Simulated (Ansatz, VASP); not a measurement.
**Ti3Al in VASP and in Ansatz**

```
Ti Al
1.0
     2.95627    0.00000    0.00000
    -1.47813    2.56020    0.00000
     0.00000    0.00000    9.06658
Ti Al
3 1
Cartesian
  1.4781 0.8534 0.0000
  0.0000 1.7068 6.7550
  0.0000 1.7068 2.3116
  1.4781 0.8534 4.5333
```

Alike in both runs: task single point; functional PBE; k mesh 15 × 15 × 6; occupations gaussian, width 0.15 eV; no spin polarisation.

```csv
,VASP,Ansatz
version,VASP 6.6.1,Ansatz 0.2.0
potentials or method,"VASP PAW PBE potentials, release 64 (Ti_sv, Al), cutoff 520 eV","scalar-relativistic, plane waves, PAW"
valence electrons in the cell,39,39
```

|  | VASP | Ansatz | Ansatz less VASP |
| --- | --- | --- | --- |
| gap on the k mesh at the Fermi level (eV) | none | none | - |
| pressure (GPa) | 0.1 | 0.3 | +0.14 |
| traceless stress, the component that is largest in VASP (GPa) | 3.24 | 3.23 | -0.012 |
| rms of the force components (eV/Å) | 0.189 | 0.186 | -0.0033 |

Atom by atom the forces differ by 0.003 eV/Å (rms over components). A gap of «none» marks a metal or a gap that the smearing closes.
